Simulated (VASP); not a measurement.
Wanted: the native input for a VASP 6.6.1 run.

| Item | Value |
| --- | --- |
| Task | single point |
| Functional | PBE |
| Potentials or basis | VASP PAW PBE potentials, release 64 (Cu) |
| Cutoff | 520 eV |
| k mesh | 20 × 20 × 14 |
| Occupations | gaussian, width 0.1 eV |
| Spin | no spin polarisation |
| Dipole correction | no |
| Further INCAR settings | ALGO = Fast; EDIFF = 1e-07; NBANDS = 18 |

The structure of Cu lies in POSCAR:

```
Cu
1.0
    1.8421249264      1.8421249264      0.0000000000
   -1.8421249264      1.8421249264      0.0000000000
    0.0000000000      0.0000000000      3.4120146420
Cu
2
Direct
    0.0000000000      0.0000000000      0.0000000000
    0.5000000000      0.5000000000      0.5000000000
```

This cell differs from its parent crystal: uniaxial strain along c: -6.0 %.

The input as run:

INCAR

```
PREC = Accurate
ENCUT = 520
EDIFF = 1E-7
ISMEAR = 0
SIGMA = 0.1
LREAL = False
LASPH = True
NELM = 80
ALGO = Fast
ISIF = 2
LWAVE = False
LCHARG = False
GGA = PE
NBANDS = 18
```

KPOINTS

```
Automatic mesh
0
Gamma
  20 20 14
```

Potentials or basis: VASP PAW PBE potentials, release 64 (Cu).

Command:

```sh
$ cat potpaw_PBE.64/Cu/POTCAR > POTCAR
$ mpirun -np 1 vasp_std > vasp.out
```

Results of the run:

```yaml
Pressure: 5.6 GPa
Band_gap_on_the_k_mesh: zero (band 11 reaches 14.09 eV, above the bottom of band 12 at 5.77 eV)
```

Caveat: the cell differs from its parent crystal (uniaxial strain along c: -6.0 %).

Wall time 2.9 min on 1 thread of Intel Xeon 6975P-C, on a shared host, peak memory 0.28 GiB.
